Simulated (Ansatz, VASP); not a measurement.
**Al2GaAs3 in VASP and in Ansatz**

File POSCAR:

```
Al2GaAs3
1.0
    4.0144160066      0.0000000000      0.0000000000
   -2.0072080033      3.4765862431      0.0000000000
    0.0000000000      0.0000000000      9.8195723058
Al Ga As
2 1 3
Direct
    0.0000000000      0.0000000000     -0.0001912993
    0.6666666667      0.3333333333      0.6661112577
    0.3333333333      0.6666666667      0.3337193875
    0.6666666667      0.3333333333      0.9167200139
    0.3333333333      0.6666666667      0.5837413677
    0.0000000000      0.0000000000      0.2498992724
```

The input INCAR.step1:

```
ALGO = Normal
EDIFF = 1E-5
ENCUT = 400
GGA = PE
GGA_COMPAT = F
ISIF = 2
ISMEAR = 0
KPAR = 4
LASPH = T
LCHARG = F
LREAL = F
LWAVE = T
NBANDS = 26
NELM = 120
PREC = Accurate
SIGMA = 0.01
```

File INCAR.step2:

```
ALGO = Normal
EDIFF = 1E-6
ENCUT = 400
GGA = PE
GGA_COMPAT = F
HFSCREEN = 0.2079
ISIF = 2
ISMEAR = 0
ISTART = 1
KPAR = 4
LASPH = T
LCHARG = F
LHFCALC = T
LREAL = F
LWAVE = F
NBANDS = 26
NELM = 120
PREC = Accurate
PRECFOCK = Normal
SIGMA = 0.01
```

KPOINTS

```
k-points
0
Gamma
  6 6 2
```

Input for Ansatz:

```yaml
crystal:
  lattice:
    - [4.0144160066, 0.0, 0.0]
    - [-2.0072080033, 3.4765862431, 0.0]
    - [0.0, 0.0, 9.8195723058]
  atoms:
    - { symbol: Al, position: [0.0, 0.0, -0.0001912993] }
    - { symbol: Al, position: [0.6666666667, 0.3333333333, 0.6661112577] }
    - { symbol: Ga, position: [0.3333333333, 0.6666666667, 0.3337193875] }
    - { symbol: As, position: [0.6666666667, 0.3333333333, 0.9167200139] }
    - { symbol: As, position: [0.3333333333, 0.6666666667, 0.5837413677] }
    - { symbol: As, position: [0.0, 0.0, 0.2498992724] }
kpoints:
  mp_grid: { grid: [6, 6, 2] }
  band_path:
    path:
      - [0.0, 0.0, 0.0]
      - [0.5, 0.0, 0.0]
      - [0.3333333333, 0.3333333333, 0.0]
      - [0.0, 0.0, 0.5]
      - [0.5, 0.0, 0.5]
      - [0.3333333333, 0.3333333333, 0.5]
    npoints: 1
hamiltonian:
  xc: hse06
scf:
  occupations: { method: fixed }
  n_extra_bands: 5
output:
  forces: true
  stress: true
  eigenvalues: true
```

Alike in both runs: task single point; functional HSE06; k mesh 6 × 6 × 2; no spin polarisation.

|  | VASP | Ansatz |
| --- | --- | --- |
| version | VASP 6.6.1 | Ansatz 0.2.0 |
| potentials or method | VASP PAW PBE potentials, release 64 (Al, Ga_d, As) | plane waves, PAW |
| plane-wave cutoff (eV) | 400 | 420 |
| occupations | gaussian, width 0.01 eV | fixed |
| valence electrons in the cell | 34 | 64 |

Ansatz gave:

```
gap on the k mesh at the Fermi level (eV) : 1.98
rms of the force components (eV/Å)        : 0.009
```

Q: What did VASP give for the same quantities?

A: gap on the k mesh at the Fermi level (eV): 1.98; rms of the force components (eV/Å): 0.010.

Atom by atom the forces differ by 0.002 eV/Å (rms over components). VASP's potentials hold 34 valence electrons a cell and Ansatz's 64, so a difference there can come from the potentials and not from the codes. Ansatz's warnings: stress exchange threshold loose, stress scf threshold loose.
